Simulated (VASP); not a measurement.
# CuO (C2/c) in VASP: further runs, part 2 of 2

VASP 6.6.1.

## (3) Single point, RPBE

This run uses another cell than the first one, of 11.61 Å³/atom.

Input file INCAR:

```
PREC     = Accurate       # precision mode
ENCUT    = 520            # plane-wave cutoff, eV
EDIFF    = 1E-6           # SCF threshold, eV
ISMEAR   = -1             # smearing method
SIGMA    = 0.05           # smearing width, eV
LREAL    = F              # projectors in reciprocal space
LASPH    = T              # aspherical terms in the spheres
NELM     = 60             # most SCF steps
ALGO     = Normal         # electronic algorithm
ISIF     = 2              # what is computed and relaxed
LWAVE    = F              # write WAVECAR
LCHARG   = F              # write CHGCAR
GGA      = RP             # functional
NBANDS   = 25             # bands
```

Input file KPOINTS:

```
Automatic mesh
0
Gamma
  10 10 5
```

Input file POSCAR:

```
CuO
1.0
    2.1101287905     -2.1132453456      0.1658304222
    2.1101287905      2.1132453456      0.1658304222
   -0.4077625504      0.0000000000      5.1758416663
Cu O
2 2
Direct
    0.5000000000      0.0000000000      0.5000000000
    0.0000000000      0.5000000000      0.0000000000
    0.4999445185      0.5000554815      0.7500000000
    0.5000554815      0.4999445185      0.2500000000
```

Potentials or basis: VASP PAW PBE potentials, release 64 (Cu, O).

Started as:

```bash
cat potpaw_PBE.64/Cu/POTCAR potpaw_PBE.64/O/POTCAR > POTCAR
mpirun -np 1 vasp_std > vasp.out
```

OUTCAR:

```text
PREC = Accurate
   ENCUT = 520
   EDIFF = 1E-6
   ISMEAR = -1
   LREAL = F
   LASPH = T
   NELM = 60
   ISIF = 2
   GGA = RP

 ion  position               nearest neighbor table
   1  0.500  0.000  0.500-   3 1.98   4 1.98   4 1.98   3 1.98
   2  0.000  0.500  0.000-   4 1.98   3 1.98   4 1.98   3 1.98
   3  0.500  0.500  0.750-   2 1.98   1 1.98   2 1.98   1 1.98
   4  0.500  0.500  0.250-   1 1.98   2 1.98   2 1.98   1 1.98

  LATTYP: Found a base centered monoclinic cell.
 ALAT       =     4.2332697724
 B/A-ratio  =     0.9983986182
 C/A-ratio  =     1.2264465178
 COS(beta)  =    -0.0001928682

  Lattice vectors:

 A1 = (   2.1101287905,  -2.1132453456,   0.1658304222)
 A2 = (   2.1101287905,   2.1132453456,   0.1658304222)
 A3 = (  -0.4077625504,   0.0000000000,   5.1758416663)

Analysis of symmetry for initial positions (statically):
=====================================================================
 Subroutine PRICEL returns:
 Original cell was already a primitive cell.

 Routine SETGRP: Setting up the symmetry group for a
 base centered monoclinic supercell.

 Subroutine GETGRP returns: Found  4 space group operations
 (whereof  2 operations were pure point group operations)
 out of a pool of  4 trial point group operations.

The static configuration has the point symmetry S_2 .
 The point group associated with its full space group is C_2h.

Analysis of symmetry for dynamics (positions and initial velocities):
=====================================================================
 Subroutine PRICEL returns:
 Original cell was already a primitive cell.

 Routine SETGRP: Setting up the symmetry group for a
 base centered monoclinic supercell.

 Subroutine GETGRP returns: Found  4 space group operations
 (whereof  2 operations were pure point group operations)
 out of a pool of  4 trial point group operations.

The dynamic configuration has the point symmetry S_2 .
 The point group associated with its full space group is C_2h.

 Subroutine INISYM returns: Found  4 space group operations
 (whereof  2 operations are pure point group operations),
 and found     1 'primitive' translations

----------------------------------------------------------------------------------------

                                     Primitive cell

  volume of cell :      46.4462

  direct lattice vectors                    reciprocal lattice vectors
     2.110128791 -2.113245346  0.165830422     0.235494346 -0.236602911  0.018552688
     2.110128791  2.113245346  0.165830422     0.235494346  0.236602911  0.018552688
    -0.407762550  0.000000000  5.175841666    -0.015090155  0.000000000  0.192016461

  length of vectors
     2.990977956  2.990977956  5.191878971     0.334339239  0.334339239  0.192608500

  position of ions in fractional coordinates (direct lattice)
     0.500000000  1.000000000  0.500000000
     1.000000000  0.500000000  1.000000000
     0.499944519  0.500055481  0.750000000
     0.500055481  0.499944519  0.250000000

  ion indices of the primitive-cell ions
   primitive index   ion index
                 1           1
                 2           2
[... 22 lines left out ...]
     0.000000000  0.000000000  0.000000000

 Subroutine IBZKPT returns following result:
 ===========================================

 Found    141 irreducible k-points:

 Following reciprocal coordinates:
            Coordinates               Weight
  0.000000  0.000000  0.000000      1.000000
  0.100000  0.000000  0.000000      4.000000
  0.200000  0.000000  0.000000      4.000000
  0.300000  0.000000  0.000000      4.000000
  0.400000 -0.000000  0.000000      4.000000
  0.500000  0.000000  0.000000      2.000000
[... 16 lines left out ...]
  0.300000  0.300000  0.000000      2.000000
  0.400000  0.300000  0.000000      4.000000
 [... further k-points ...]
   k-points           NKPTS =    141   k-points in BZ     NKDIM =    141   number of bands    NBANDS=     25
   number of dos      NEDOS =    301   number of ions     NIONS =      4
   total plane-waves  NPLWV =  23040
   dimension x,y,z NGX =    24 NGY =   24 NGZ =   40
   dimension x,y,z NGXF=    48 NGYF=   48 NGZF=   80
   ions per type =               2   2
   NGX,Y,Z   is equivalent  to a cutoff of  13.34, 13.34, 12.81 a.u.
   NGXF,Y,Z  is equivalent  to a cutoff of  26.68, 26.68, 25.62 a.u.
 SYSTEM =  unknown system
   PREC   = accura    normal or accurate (medium, high low for compatibility)
   ISTART =      0    job   : 0-new  1-cont  2-samecut
   ICHARG =      2    charge: 1-file 2-atom 10-const
   ISPIN  =      1    spin polarized calculation?
   LNONCOLLINEAR =      F non collinear calculations
   LSORBIT =      F    spin-orbit coupling
   LASPH  =      T    aspherical Exc in radial PAW
   ENCUT  =  520.0 eV  38.22 Ry    6.18 a.u.   5.56  5.56  9.65*2*pi/ulx,y,z
   NELM   =     60;   NELMIN=  2; NELMDL= -5     # of ELM steps
   EDIFF  = 0.1E-05   stopping-criterion for ELM
   LREAL  =      F    real-space projection
   EDIFFG = 0.1E-04   stopping-criterion for IOM
   NSW    =      0    number of steps for IOM
   IBRION =     -1    ionic relax: 0-MD 1-quasi-New 2-CG
   NFREE  =      0    steps in history (QN), initial steepest desc. (CG)
   ISIF   =      2    stress and relaxation
   ISYM   =      2    0-nonsym 1-usesym 2-fastsym
   POTIM  = 0.5000    time-step for ionic-motion
   TEBEG  =    0.0;   TEEND  =   0.0 temperature during run
   PSTRESS=    0.0 pullay stress
   NELECT =      34.0000    total number of electrons
   NUPDOWN=      -1.0000    fix difference up-down
   EMIN   =  10.00;   EMAX   =-10.00  energy-range for DOS
   EFERMI =   0.00;   METHOD = LEGACY
   ISMEAR =    -1;   SIGMA  =   0.05  broadening in eV -4-tet -1-fermi 0-gaus
   EFERMI_NEDOS =   21; number of points for ismear=-14 and -15
   IALGO  =     38    algorithm
   IMIX   =      4    mixing-type and parameters
     AMIX     =   0.40;   BMIX     =  1.00
     AMIX_MAG =   1.60;   BMIX_MAG =  1.00
  volume/ion in A,a.u.               =      11.61        78.36
  Fermi-wavevector in a.u.,A,eV,Ry     =   1.475427  2.788152 29.618308  2.176884
  Thomas-Fermi vector in A             =   2.590077
   LORBIT       =      0    0 simple, 1 ext, 2 COOP (PROOUT), +10 PAW based schemes
   GGA     = RP    functional components
   LHFCALC =     F    Hartree Fock is set to
   AEXX    =    0.0000 exact exchange contribution
   IVDW    =     0    specifies the selected vdW correction
   LEPSILON=     F    determine dielectric tensor
   LRPA    =     F    only Hartree local field effects (RPA)
 non-spin polarized calculation
  energy-cutoff  :      520.00
  volume of cell :       46.45
 maximum number of plane-waves:      1275
 NGX is ok and might be reduce to    24
   NGX = 11   NGY = 11   NGZ = 19

 number of electron      34.0000017 magnetization

 Free energy of the ion-electron system (eV)
  ---------------------------------------------------
  ext. energy  EPLUGINS =         0.00000000
  ---------------------------------------------------
  free energy    TOTEN  =       -18.05180191 eV

  energy without entropy =      -18.03093220  energy(sigma->0) =      -18.04136706

 E-fermi :   4.4922     XC(G=0): -10.8187

 val. band max:        4.4779328615   @ k =   0.3000   0.1000   0.0000
 cond. band min:       4.4944539054   @ k =   0.1000   0.1000   0.4000
 fundamental gap:      0.0165210439
 Fermi energy:         4.4922483521

 k-point     1 :       0.0000    0.0000    0.0000
  band No.  band energies     occupation
      1     -14.9970      2.00000
      2     -13.7942      2.00000
      3      -3.1210      2.00000
      4      -0.6215      2.00000
      5      -0.6183      2.00000
      6       1.0394      2.00000
[... 661 lines left out ...]
     24      15.9615      0.00000
     25      18.0728      0.00000

 [... further k-points ...]

------------------------ aborting loop because EDIFF is reached ----------------------------------------

  FORCE on cell =-STRESS in cart. coord.  units (eV):
  Direction    XX          YY          ZZ          XY          YZ          ZX
  --------------------------------------------------------------------------------------
  -------------------------------------------------------------------------------------
  Total        0.1447228      0.1506798      0.2578677      0.0000000      0.0000000     -0.0085603
  in kB        4.9922582      5.1977477      8.8952290      0.0000000      0.0000000     -0.2952903
  external PRESSURE =       6.3617449 kB  Pullay stress =       0.0000000 kB

 VOLUME and BASIS-vectors are now :
 -----------------------------------------------------------------------------
  energy-cutoff  :      520.00
  volume of cell :       46.45
      direct lattice vectors                 reciprocal lattice vectors
     2.110128791 -2.113245346  0.165830422     0.235494346 -0.236602911  0.018552688
     2.110128791  2.113245346  0.165830422     0.235494346  0.236602911  0.018552688
    -0.407762550  0.000000000  5.175841666    -0.015090155  0.000000000  0.192016461

 POSITION                                       TOTAL-FORCE (eV/Angst)
 -----------------------------------------------------------------------------------
      0.85118     -1.05662      2.67084         0.000000     -0.000000     -0.000000
      1.05506      1.05662      0.08292         0.000000      0.000000     -0.000000
      1.80431      0.00023      4.04771         0.000000     -0.000140      0.000000
      2.00819     -0.00023      1.45979        -0.000000      0.000140     -0.000000
 -----------------------------------------------------------------------------------
    total drift:                                0.000000     -0.000000     -0.000000

  FREE ENERGIE OF THE ION-ELECTRON SYSTEM (eV)
  ---------------------------------------------------
  free  energy   TOTEN  =       -18.0518019102 eV

  energy  without entropy=      -18.0309322031  energy(sigma->0) =      -18.04136706
```

It took 61 s on 1 thread of Intel Xeon 6975P-C (Granite Rapids), shared host; peak memory 0.25 GiB.

What came out:

```
Free energy            : -18.0518 eV
Pressure               : 0.6 GPa
Band gap on the k mesh : zero (bands 17 and 18 overlap by 0.88 eV)
```

Caveat: the PAW data sets were made with another functional, which shifts forces and pressure a little; semilocal functionals often make such compounds metallic where correlation or magnetic order opens a gap, which also shifts bond lengths.

## (4) Single point, BLYP+D3(BJ)

This run uses another cell than the first one, of 10.98 Å³/atom.

Input file INCAR:

```
SYSTEM = CuO
AGGAC    = 1.0          
AGGAX    = 1.0          
ALDAC    = 0.0          
ALDAX    = 1.0          
ALGO     = Normal         ! electronic algorithm
EDIFF    = 1E-7           ! SCF threshold, eV
ENCUT    = 520            ! plane-wave cutoff, eV
GGA      = B5             ! functional
ISIF     = 2              ! what is computed and relaxed
ISMEAR   = -1             ! smearing method
IVDW     = 12             ! dispersion correction
LASPH    = .True.         ! aspherical terms in the spheres
LCHARG   = .False.        ! write CHGCAR
LREAL    = .False.        ! projectors in reciprocal space
LWAVE    = .False.        ! write WAVECAR
NBANDS   = 25             ! bands
NELM     = 60             ! most SCF steps
PREC     = Accurate       ! precision mode
SIGMA    = 0.05           ! smearing width, eV
VDW_A1   = 0.4298       
VDW_A2   = 4.2359       
VDW_S6   = 1.0          
VDW_S8   = 2.6996
```

Input file KPOINTS:

```
k-points
0
Gamma
  10 10 5
  0 0 0
```

Input file POSCAR:

```
CuO
1.0
    2.0581914811     -2.0535207840      0.1597524358
    2.0581914811      2.0535207840      0.1597524358
   -0.4020378131      0.0000000000      5.1627246907
Cu O
2 2
Direct
    0.5000000000      0.0000000000      0.5000000000
    0.0000000000      0.5000000000      0.0000000000
    0.4999168734      0.5000831266      0.7500000000
    0.5000831266      0.4999168734      0.2500000000
```

Started as:

```bash
cat potpaw_PBE.64/Cu/POTCAR potpaw_PBE.64/O/POTCAR > POTCAR
mpirun -np 1 vasp_std > vasp.out
```

Run time: 69 s. Hardware: 1 thread of Intel Xeon 6975P-C (Granite Rapids), shared host; peak memory 0.26 GiB.

It converged, with:

```yaml
Free_energy: -20.4931 eV
Pressure: 0.9 GPa
Band_gap_on_the_k_mesh: zero (bands 17 and 18 overlap by 0.89 eV)
Dispersion_energy_per_atom: -0.565 eV
```

Stress tensor (GPa, compression positive):
```
 0.69  0.00 -0.04
 0.00  0.74  0.00
-0.04  0.00  1.20
```

Levels at points of the mesh, in eV from the Fermi level:
```
           k point  band 15  band 16  band 17  band 18  band 19  band 20
(0.00, 0.00, 0.00)    -2.35    -2.03     0.66     0.68     1.61     6.47
(0.50, 0.00, 0.00)    -1.62    -1.52     0.23     0.46     3.75     6.01
(0.50, 0.50, 0.00)    -1.60    -1.23    -1.23     1.15     2.38     7.16
```

Caveat: the PAW data sets were made with another functional, which shifts forces and pressure a little; semilocal functionals often make such compounds metallic where correlation or magnetic order opens a gap, which also shifts bond lengths.

## (5) Overview

```csv
level,cell,gap on the mesh (eV),pressure (GPa)
r2SCAN,"a = 2.853, b = 2.853, c = 5.116 Å, angles 90.4, 90.4, 89.1°, 4 atoms",none,6.0
RPBE,"a = 2.991, b = 2.991, c = 5.192 Å, angles 90.0, 90.0, 89.9°, 4 atoms",none,0.6
BLYP+D3(BJ),"a = 2.912, b = 2.912, c = 5.178 Å, angles 90.0, 90.0, 89.7°, 4 atoms",none,0.9
```

Alike in all rows: task single point; potentials or basis VASP PAW PBE potentials, release 64 (Cu, O); no spin polarisation; k mesh 10 × 10 × 5; cutoff (eV) 520; smearing fermi-dirac 0.05 eV.

Caveats: the PAW data sets were made with another functional, which shifts forces and pressure a little; semilocal functionals often make such compounds metallic where correlation or magnetic order opens a gap, which also shifts bond lengths; the cell stands under pressure (at least some runs).

Absolute energies hang on the potentials; compare differences alone.
